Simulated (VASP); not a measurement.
Here is a VASP 6.6.1 calculation.

INCAR

```
PREC = Accurate
ENCUT = 520
EDIFF = 1E-8
ISMEAR = -1
SIGMA = 0.02
LREAL = False
LASPH = True
NELM = 100
ALGO = Normal
ISIF = 2
LWAVE = False
LCHARG = False
GGA = PE
LEFG = True
NBANDS = 28
```

Contents of KPOINTS:

```
regular mesh
0
Gamma
  8 8 8
```

File POSCAR:

```
BaTiO3
1.0
    3.9998000000      0.0000000000      0.0000000000
    0.0000000000      3.9998000000      0.0000000000
    0.0000000000      0.0000000000      4.0180000000
Ba Ti O
1 1 3
Direct
    0.0000000000      0.0000000000      0.0000000000
    0.5000000000      0.5000000000      0.4820000000
    0.5000000000      0.5000000000      0.0160000000
    0.5000000000      0.0000000000      0.5150000000
    0.0000000000      0.5000000000      0.5150000000
```

Potentials or basis: VASP PAW PBE potentials, release 64 (Ba_sv, Ti_sv, O).

Command:

```sh
$ cat potpaw_PBE.64/Ba_sv/POTCAR potpaw_PBE.64/Ti_sv/POTCAR potpaw_PBE.64/O/POTCAR > POTCAR
$ mpirun -np 1 vasp_std > vasp.out
```

Task: Predict the pressure.

Result: 4.4 GPa.

Task: Predict the largest force.

Result: 0.304 eV/Å.

Task: Estimate the band gap on the k mesh.

Result: 1.77 eV, indirect (least direct gap 2.11 eV).

Forces on the atoms (eV/Å):
```
Ba   0.000  0.000 -0.069
Ti   0.000  0.000  0.081
O    0.000  0.000  0.304
O    0.000  0.000 -0.158
O    0.000  0.000 -0.158
```

Caveat: without QUAD_EFG the Cq values of the log hold for a quadrupole moment of 1 mb, not for the nuclei; spin-orbit coupling is left out, which moves the levels of the heavy elements. A k mesh can miss the band edges.
